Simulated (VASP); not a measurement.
# RbVO2 (P4/mmm) in VASP: a series of runs, part 2 of 2

VASP 6.6.1. Earlier steps stand in the parts before.

**3. Single point, PBE, collinear spin, ferromagnetic start**

This run uses another cell than the first one, of 13.34 Å³/atom.

Input file INCAR:

```
SYSTEM = RbVO2
ALGO     = Normal         ! electronic algorithm
EDIFF    = 1E-6           ! SCF threshold, eV
ENCUT    = 520            ! plane-wave cutoff, eV
GGA      = PE             ! functional
ISIF     = 2              ! what is computed and relaxed
ISMEAR   = 0              ! smearing method
ISPIN    = 2              ! spin polarisation
LASPH    = .TRUE.         ! aspherical terms in the spheres
LCHARG   = .FALSE.        ! write CHGCAR
LMAXMIX  = 4              ! l up to which the mixer works
LORBIT   = 11             ! projections on sites
LREAL    = .FALSE.        ! projectors in reciprocal space
LWAVE    = .FALSE.        ! write WAVECAR
MAGMOM   = 0 0.94 0 0     ! initial moments
NBANDS   = 29             ! bands
NELM     = 150            ! most SCF steps
PREC     = Accurate       ! precision mode
SIGMA    = 0.1            ! smearing width, eV
```

Input file KPOINTS:

```
k-points
0
G
  6 6 4
  0 0 0
```

Input file POSCAR:

```
RbVO2
1.0
    2.6871599132      0.0000000000      0.0000000000
    0.0000000000      2.6871599132      0.0000000000
    0.0000000000      0.0000000000      7.3905405506
Rb V O
1 1 2
Direct
    0.0000000000      0.0000000000      0.5000000000
    0.5000000000      0.5000000000      0.0000000000
    0.0000000000      0.0000000000      0.8482658600
    0.0000000000      0.0000000000      0.1517341400
```

Potentials or basis: VASP PAW PBE potentials, release 64 (Rb_sv, V_sv, O).

Started as:

```bash
$ cat potpaw_PBE.64/Rb_sv/POTCAR potpaw_PBE.64/V_sv/POTCAR potpaw_PBE.64/O/POTCAR > POTCAR
$ mpirun -np 1 vasp_std > vasp.out
```

OUTCAR:

```text
SYSTEM = RbVO2
   EDIFF = 1E-6
   ENCUT = 520
   GGA = PE
   ISIF = 2
   ISMEAR = 0
   ISPIN = 2
   LASPH = .TRUE.
   LORBIT = 11
   LREAL = .FALSE.
   NELM = 150
   PREC = Accurate

 ion  position               nearest neighbor table
   1  0.000  0.000  0.500-   3 2.57   4 2.57   3 3.72   4 3.72   3 3.72   4 3.72   3 3.72   4 3.72
                             3 3.72   4 3.72   2 4.16   2 4.16   2 4.16   2 4.16   2 4.16   2 4.16
   2  0.500  0.500  0.000-   3 2.21   4 2.21   3 2.21   4 2.21   3 2.21   4 2.21   3 2.21   4 2.21
                             1 4.16   1 4.16   1 4.16   1 4.16   1 4.16   1 4.16   1 4.16   1 4.16
   3  0.000  0.000  0.848-   2 2.21   2 2.21   2 2.21   2 2.21   1 2.57   1 3.72   1 3.72   1 3.72
                             1 3.72
   4  0.000  0.000  0.152-   2 2.21   2 2.21   2 2.21   2 2.21   1 2.57   1 3.72   1 3.72   1 3.72
                             1 3.72

  LATTYP: Found a simple tetragonal cell.
 ALAT       =     2.6871599132
 C/A-ratio  =     2.7503166128

  Lattice vectors:

 A1 = (   2.6871599132,   0.0000000000,   0.0000000000)
 A2 = (   0.0000000000,   2.6871599132,   0.0000000000)
 A3 = (   0.0000000000,   0.0000000000,   7.3905405506)

Analysis of symmetry for initial positions (statically):
=====================================================================
 Subroutine PRICEL returns:
 Original cell was already a primitive cell.

 Routine SETGRP: Setting up the symmetry group for a
 simple tetragonal supercell.

 Subroutine GETGRP returns: Found 16 space group operations
 (whereof 16 operations were pure point group operations)
 out of a pool of 16 trial point group operations.

The static configuration has the point symmetry D_4h.

Analysis of symmetry for dynamics (positions and initial velocities):
=====================================================================
 Subroutine PRICEL returns:
 Original cell was already a primitive cell.

 Routine SETGRP: Setting up the symmetry group for a
 simple tetragonal supercell.

 Subroutine GETGRP returns: Found 16 space group operations
[... 171 lines left out ...]

 val. band max:        5.7584472060   @ k =   0.1667   0.1667   0.5000
 cond. band min:       5.8589243230   @ k =   0.5000   0.5000   0.5000
 fundamental gap:      0.1004771170
 Fermi energy:         5.7828508196

 spin component 1

 k-point     1 :       0.0000    0.0000    0.0000
  band No.  band energies     occupation
      1     -59.6203      1.00000
      2     -33.5373      1.00000
      3     -33.1114      1.00000
      4     -33.1114      1.00000
      5     -24.4346      1.00000
      6     -13.6295      1.00000
[... 757 lines left out ...]
     28      17.5207      0.00000
     29      18.1503      0.00000

 [... further k-points ...]

 spin component 2

 k-point     1 :       0.0000    0.0000    0.0000
  band No.  band energies     occupation
      1     -59.3483      1.00000
      2     -33.0613      1.00000
      3     -32.9455      1.00000
      4     -32.9455      1.00000
      5     -24.4470      1.00000
      6     -13.6505      1.00000
[... 757 lines left out ...]
     28      17.6511      0.00000
     29      18.1068      0.00000

 [... further k-points ...]

------------------------ aborting loop because EDIFF is reached ----------------------------------------

  FORCE on cell =-STRESS in cart. coord.  units (eV):
  Direction    XX          YY          ZZ          XY          YZ          ZX
  --------------------------------------------------------------------------------------
  -------------------------------------------------------------------------------------
  Total        0.2584012      0.2584012      0.2074203      0.0000000      0.0000000     -0.0000000
  in kB        7.7578582      7.7578582      6.2272818      0.0000000      0.0000000     -0.0000000
  external PRESSURE =       7.2476660 kB  Pullay stress =       0.0000000 kB

 VOLUME and BASIS-vectors are now :
 -----------------------------------------------------------------------------
  energy-cutoff  :      520.00
  volume of cell :       53.37
      direct lattice vectors                 reciprocal lattice vectors
     2.687159913  0.000000000  0.000000000     0.372140115  0.000000000  0.000000000
     0.000000000  2.687159913  0.000000000     0.000000000  0.372140115  0.000000000
     0.000000000  0.000000000  7.390540551     0.000000000  0.000000000  0.135308100

 POSITION                                       TOTAL-FORCE (eV/Angst)
 -----------------------------------------------------------------------------------
      0.00000      0.00000      3.69527         0.000000      0.000000     -0.000000
      1.34358      1.34358      0.00000         0.000000      0.000000     -0.000000
      0.00000      0.00000      6.26914         0.000000     -0.000000     -0.044275
      0.00000      0.00000      1.12140        -0.000000     -0.000000      0.044275
 -----------------------------------------------------------------------------------
    total drift:                               -0.000000      0.000000     -0.000000

  FREE ENERGIE OF THE ION-ELECTRON SYSTEM (eV)
  ---------------------------------------------------
  free  energy   TOTEN  =       -23.9668875639 eV

  energy  without entropy=      -23.9632784334  energy(sigma->0) =      -23.96508300

 total charge

# of ion       s       p       d       tot
------------------------------------------
    1        1.955   5.361   0.174   7.490
    2        2.194   6.178   2.884  11.256
    3        1.572   3.378   0.000   4.950
    4        1.572   3.378   0.000   4.950
--------------------------------------------------
tot          7.293  18.296   3.057  28.647

 magnetization (x)

# of ion       s       p       d       tot
------------------------------------------
    1       -0.000   0.001  -0.013  -0.012
    2        0.003   0.003   0.261   0.267
    3       -0.000  -0.018   0.000  -0.018
    4       -0.000  -0.018   0.000  -0.018
--------------------------------------------------
tot          0.003  -0.033   0.248   0.219
```

OSZICAR:

```text
N       E                     dE             d eps       ncg     rms          rms(c)
DAV:   1     0.332745485113E+03    0.33275E+03   -0.18337E+04  3504   0.119E+03
DAV:   2    -0.116849516171E+02   -0.34443E+03   -0.32644E+03  3822   0.359E+02
DAV:   3    -0.317067110532E+02   -0.20022E+02   -0.19751E+02  4473   0.911E+01
DAV:   4    -0.323607503002E+02   -0.65404E+00   -0.65195E+00  4974   0.111E+01
DAV:   5    -0.323693243958E+02   -0.85741E-02   -0.85735E-02  4193   0.103E+00    0.261E+01
DAV:   6    -0.332980492532E+02   -0.92872E+00   -0.65816E+01  4200   0.481E+01    0.375E+01
DAV:   7    -0.261833114111E+02    0.71147E+01   -0.77714E+01  3946   0.588E+01    0.134E+01
DAV:   8    -0.243603484521E+02    0.18230E+01   -0.33335E+00  3904   0.122E+01    0.525E+00
DAV:   9    -0.239982896412E+02    0.36206E+00   -0.58246E-01  4390   0.571E+00    0.221E+00
DAV:  10    -0.239720280678E+02    0.26262E-01   -0.93012E-02  4068   0.184E+00    0.124E+00
DAV:  11    -0.239680084789E+02    0.40196E-02   -0.34105E-02  3943   0.139E+00    0.658E-01
DAV:  12    -0.239671086066E+02    0.89987E-03   -0.10633E-02  4101   0.623E-01    0.185E-01
DAV:  13    -0.239667484212E+02    0.36019E-03   -0.30916E-03  3941   0.357E-01    0.744E-02
DAV:  14    -0.239668618351E+02   -0.11341E-03   -0.51639E-04  3825   0.121E-01    0.391E-02
DAV:  15    -0.239668857624E+02   -0.23927E-04   -0.10500E-04  3816   0.433E-02    0.192E-02
DAV:  16    -0.239668871915E+02   -0.14291E-05   -0.26749E-05  3755   0.340E-02    0.797E-03
DAV:  17    -0.239668875639E+02   -0.37244E-06   -0.15183E-06  2921   0.634E-03
   1 F= -.23966888E+02 E0= -.23965083E+02  d E =-.360913E-02  mag=     0.2223
```

stdout:

```text
POSCAR found type information on POSCAR RbV O
 POSCAR found :  3 types and       4 ions
 scaLAPACK will be used
 LDA part: xc-table for (Slater+PW92), standard interpolation
 POSCAR, INCAR and KPOINTS ok, starting setup
 FFT: planning ... GRIDC
 FFT: planning ... GRID_SOFT
 FFT: planning ... GRID
 WAVECAR not read
 entering main loop
```

Wall time 44 s (1 thread of Intel Xeon 6975P-C (Granite Rapids), shared host); peak memory 0.22 GiB.

Results:

* Free energy: -23.9669 eV
* Pressure: 0.7 GPa
* Largest force: 0.044 eV/Å
* Net moment: 0.22 μB per cell
* Site moments: Rb -0.01; V +0.27; O -0.02 μB
* Valence electrons inside the program's atomic spheres: Rb 7.49; V 11.26; O 4.95

Forces in eV/Å, atoms in the order of the input:
```
Rb   0.000  0.000  0.000
V    0.000  0.000  0.000
O    0.000  0.000 -0.044
O    0.000  0.000  0.044
```

Stress tensor (GPa, compression positive):
```
0.78 0.00 0.00
0.00 0.78 0.00
0.00 0.00 0.62
```

Caveat: the k points lie up to 0.39 Å⁻¹ apart; a moment this small can come from the mesh or the smearing; semilocal functionals often make such compounds metallic where correlation or magnetic order opens a gap, which also shifts bond lengths. With open d or f shells a metallic result of PBE can be an artefact of self-interaction; +U or a hybrid may open a gap.

**4. Single point, PBE, collinear spin, ferromagnetic start**

This run uses another cell than the first one, of 22.88 Å³/atom.

Input file INCAR:

```
SYSTEM = RbVO2
PREC = Accurate ; ENCUT = 520
EDIFF = 1E-7 ; ISMEAR = 0
SIGMA = 0.1 ; LREAL = .False.
LASPH = .True. ; NELM = 150
ALGO = Normal ; ISIF = 2
LWAVE = .False. ; LCHARG = .False.
ISPIN = 2 ; MAGMOM = 0 2 0 0
LORBIT = 11 ; LMAXMIX = 4
GGA = PE ; NBANDS = 29
```

Input file KPOINTS:

```
regular mesh
0
Gamma
  4 4 4
  0 0 0
```

Input file POSCAR:

```
RbVO2
1.0
    3.8509895700      0.0000000000      0.0000000000
    0.0000000000      3.8509895700      0.0000000000
    0.0000000000      0.0000000000      6.1725050000
Rb V O
1 1 2
Direct
    0.0000000000      0.0000000000      0.5000000000
    0.5000000000      0.5000000000      0.0000000000
    0.0000000000      0.0000000000      0.8620973800
    0.0000000000      0.0000000000      0.1379026200
```

Started as:

```bash
$ cat potpaw_PBE.64/Rb_sv/POTCAR potpaw_PBE.64/V_sv/POTCAR potpaw_PBE.64/O/POTCAR > POTCAR
$ mpirun -np 1 vasp_std > vasp.out
```

Wall time 87 s (1 thread of Intel Xeon 6975P-C (Granite Rapids), shared host); peak memory 0.27 GiB.

The run converged. Its results:

```
Free energy                                           : -18.3507 eV
Pressure                                              : -2.8 GPa
Largest force                                         : 3.299 eV/Å
Net moment                                            : 3.71 μB per cell
Site moments                                          : Rb +0.01; V +3.06; O -0.04 μB
Valence electrons inside the program's atomic spheres : Rb 7.38; V 11.19; O 4.81
```

Forces in eV/Å, atoms in the order of the input:
```
Rb   0.000  0.000  0.000
V    0.000  0.000  0.000
O    0.000  0.000  3.299
O    0.000  0.000 -3.299
```

Stress tensor (GPa, compression positive):
```
-9.07  0.00  0.00
 0.00 -9.07  0.00
 0.00  0.00  9.85
```

Levels at points of the mesh, in eV from the Fermi level:
Spin up:
```
           k point  band 17  band 18  band 19  band 20  band 21  band 22
(0.00, 0.00, 0.00)    -1.46    -0.37    -0.06    -0.06     0.15     1.64
(0.50, 0.00, 0.00)    -0.70    -0.66    -0.43     0.69     1.73     1.79
(0.50, 0.50, 0.00)    -0.44     0.06     0.06     0.09     1.09     1.75
(0.00, 0.00, 0.50)    -1.10    -0.88    -0.36    -0.05    -0.05     0.15
(0.50, 0.00, 0.50)    -0.78    -0.60    -0.45     0.20     0.67     2.21
(0.50, 0.50, 0.50)    -0.44     0.07     0.07     0.10     0.23     0.75
```
Spin down:
| k point | band 13 | band 14 | band 15 | band 16 | band 17 | band 18 |
| --- | --- | --- | --- | --- | --- | --- |
| (0.00, 0.00, 0.00) | -4.38 | -2.39 | -2.39 | -0.97 | 1.41 | 1.57 |
| (0.50, 0.00, 0.00) | -4.51 | -2.96 | -2.25 | 1.59 | 1.66 | 2.10 |
| (0.50, 0.50, 0.00) | -4.99 | -2.96 | -2.96 | 0.83 | 1.60 | 1.68 |
| (0.00, 0.00, 0.50) | -4.47 | -2.16 | -2.16 | -0.36 | 0.18 | 0.35 |
| (0.50, 0.00, 0.50) | -4.45 | -2.58 | -2.03 | 0.05 | 1.59 | 1.87 |
| (0.50, 0.50, 0.50) | -4.44 | -2.62 | -2.62 | 0.09 | 1.56 | 1.68 |

Caveat: the k points lie up to 0.41 Å⁻¹ apart; semilocal functionals often make such compounds metallic where correlation or magnetic order opens a gap, which also shifts bond lengths; forces of over 1 eV/Å act on the atoms, so gaps and moduli don't describe the material at rest.

**5. Relaxation of cell and atoms, PBE, collinear spin, ferromagnetic start**

Input file INCAR:

```
PREC = Accurate ; ENCUT = 600
EDIFF = 1E-6 ; ISMEAR = 0
SIGMA = 0.1 ; LREAL = False
LASPH = True ; NELM = 150
ALGO = Normal ; ISIF = 3
LWAVE = False ; LCHARG = False
ISPIN = 2 ; MAGMOM = 0 0.94 0 0
LORBIT = 11 ; LMAXMIX = 4
GGA = PE ; IBRION = 2
NSW = 90 ; EDIFFG = -0.04
```

Input file KPOINTS:

```
regular mesh
0
Gamma
  6 6 4
```

Input file POSCAR:

```
RbVO2
1.0
    2.7240326310      0.0000000000      0.0000000000
    0.0000000000      2.7240326310      0.0000000000
    0.0000000000      0.0000000000      7.3252813028
Rb V O
1 1 2
Direct
    0.0000000000      0.0000000000      0.5000000000
    0.5000000000      0.5000000000      0.0000000000
    0.0000000000      0.0000000000      0.8457379400
    0.0000000000      0.0000000000      0.1542620600
```

Started as:

```bash
$ cat potpaw_PBE.64/Rb_sv/POTCAR potpaw_PBE.64/V_sv/POTCAR potpaw_PBE.64/O/POTCAR > POTCAR
$ mpirun -np 1 vasp_std > vasp.out
```

Wall time 2.1 min (1 thread of Intel Xeon 6975P-C (Granite Rapids), shared host); peak memory 0.26 GiB.

Results (log left out):

- Free energy: -23.9724 eV
- Relaxed volume: 13.38 Å³/atom
- Relaxed cell: a = 2.691 Å, b = 2.691 Å, c = 7.388 Å, α = 90.00°, β = 90.00°, γ = 90.00°
- Space group after relaxing (to 0.1 Å): P4/mmm (No. 123)
- Energy gained by relaxing: 5.8 meV/atom
- Ionic steps: 4
- Pressure after relaxing: 0.2 GPa
- Largest force after relaxing: 0.004 eV/Å
- Net moment: 0.22 μB per cell
- Site moments: Rb -0.01; V +0.27; O -0.02 μB
- Valence electrons inside the program's atomic spheres: Rb 7.49; V 11.25; O 4.95

Forces on the atoms (eV/Å):
```
Rb   0.000  0.000  0.000
V    0.000  0.000  0.000
O    0.000  0.000  0.004
O    0.000  0.000 -0.004
```

Stress tensor (GPa, compression positive):
```
0.09 0.00 0.00
0.00 0.09 0.00
0.00 0.00 0.39
```

Step by step:
```tsv
step	energy change (eV)	largest force (eV/Å)	pressure (GPa)	volume (Å³)
1	0.0000	0.2248	-2.10	54.36
2	-0.0193	0.1333	1.41	52.96
3	-0.0213	0.1580	0.54	53.28
4	-0.0233	0.0044	0.19	53.52
```

Final structure:
```cif
data_structure
_symmetry_space_group_name_H-M 'P 1'
_symmetry_Int_Tables_number 1
_cell_length_a 2.6914
_cell_length_b 2.6914
_cell_length_c 7.3883
_cell_angle_alpha 90.000
_cell_angle_beta 90.000
_cell_angle_gamma 90.000
_cell_volume 53.52
loop_
_atom_site_label
_atom_site_type_symbol
_atom_site_fract_x
_atom_site_fract_y
_atom_site_fract_z
_atom_site_occupancy
Rb1 Rb 0.00000 0.00000 0.50000 1
V1 V 0.50000 0.50000 0.00000 1
O1 O 0.00000 0.00000 0.84796 1
O2 O 0.00000 0.00000 0.15204 1
```

Levels at points of the mesh, in eV from the Fermi level:
Spin up:
```
           k point  band 13  band 14  band 15  band 16  band 17  band 18  band 19  band 20  band 21
(0.00, 0.00, 0.00)    -2.82    -2.28    -2.20    -2.20    -1.64     0.20     1.18     1.48     2.21
(0.50, 0.00, 0.00)    -4.64    -3.52    -1.90    -1.37    -1.28     0.77     1.24     1.61     1.76
(0.50, 0.50, 0.00)    -5.21    -4.88    -4.88    -1.52    -0.84     0.19     2.20     2.36     2.36
(0.00, 0.00, 0.50)    -2.80    -2.65    -2.28    -2.22    -2.22     0.35     1.18     1.56     2.21
(0.50, 0.00, 0.50)    -4.08    -3.53    -2.46    -1.43    -1.36     0.77     1.07     1.48     1.97
(0.50, 0.50, 0.50)    -4.94    -4.94    -4.81    -1.46    -1.36     0.07     2.20     2.53     2.60
```
Spin down:
| k point | band 14 | band 15 | band 16 | band 17 | band 18 | band 19 | band 20 | band 21 |
| --- | --- | --- | --- | --- | --- | --- | --- | --- |
| (0.00, 0.00, 0.00) | -2.25 | -2.23 | -2.23 | -1.65 | 0.78 | 1.41 | 1.45 | 2.20 |
| (0.50, 0.00, 0.00) | -3.47 | -1.89 | -1.42 | -0.85 | 0.91 | 1.33 | 1.72 | 1.92 |
| (0.50, 0.50, 0.00) | -4.90 | -4.90 | -1.63 | -0.86 | 0.88 | 2.26 | 2.43 | 2.43 |
| (0.00, 0.00, 0.50) | -2.67 | -2.25 | -2.25 | -2.25 | 0.94 | 1.45 | 1.46 | 2.20 |
| (0.50, 0.00, 0.50) | -3.48 | -2.45 | -1.40 | -1.06 | 0.91 | 1.17 | 1.79 | 1.99 |
| (0.50, 0.50, 0.50) | -4.96 | -4.77 | -1.60 | -1.38 | 0.78 | 2.26 | 2.68 | 2.68 |

Caveat: the k points lie up to 0.39 Å⁻¹ apart in the final cell; a moment this small can come from the mesh or the smearing; semilocal functionals often make such compounds metallic where correlation or magnetic order opens a gap, which also shifts bond lengths. With open d or f shells a metallic result of PBE can be an artefact of self-interaction; +U or a hybrid may open a gap.

**6. The runs side by side**

| task | cell | k mesh | cutoff (eV) | gap on the mesh (eV) | pressure (GPa) | moment (μB) | largest force (eV/Å) |
| --- | --- | --- | --- | --- | --- | --- | --- |
| single point | a = 2.724, b = 2.724, c = 7.325 Å, 4 atoms, atomic positions A | 4 × 4 × 4 | 520 | none | 0.6 | 1.00 | 0.01 |
| single point | a = 2.687, b = 2.687, c = 7.391 Å, 4 atoms, atomic positions B | 6 × 6 × 4 | 520 | none | 0.7 | 0.22 | 0.04 |
| single point | a = 3.851, b = 3.851, c = 6.173 Å, 4 atoms, atomic positions C | 4 × 4 × 4 | 520 | none | -2.8 | 3.71 | 3.30 |
| relaxation of cell and atoms | relaxed from a = 2.724, b = 2.724, c = 7.325 Å, 4 atoms, atomic positions A | 6 × 6 × 4 | 600 | none | 0.2 | 0.22 | - |

Alike in all rows: level PBE; potentials or basis VASP PAW PBE potentials, release 64 (Rb_sv, V_sv, O); spin collinear, ferromagnetic start; smearing gaussian 0.1 eV.

Caveats: all runs use coarse meshes; semilocal functionals often make such compounds metallic where correlation or magnetic order opens a gap, which also shifts bond lengths; a moment this small can come from the mesh or the smearing (at least some runs); forces of over 1 eV/Å act on the atoms, so gaps and moduli don't describe the material at rest (at least some runs).

Total energies depend on the potentials used, so only differences within one code and one set of settings carry meaning.

The gap in the log of VASP goes by the Fermi energy; the results here count the filled bands.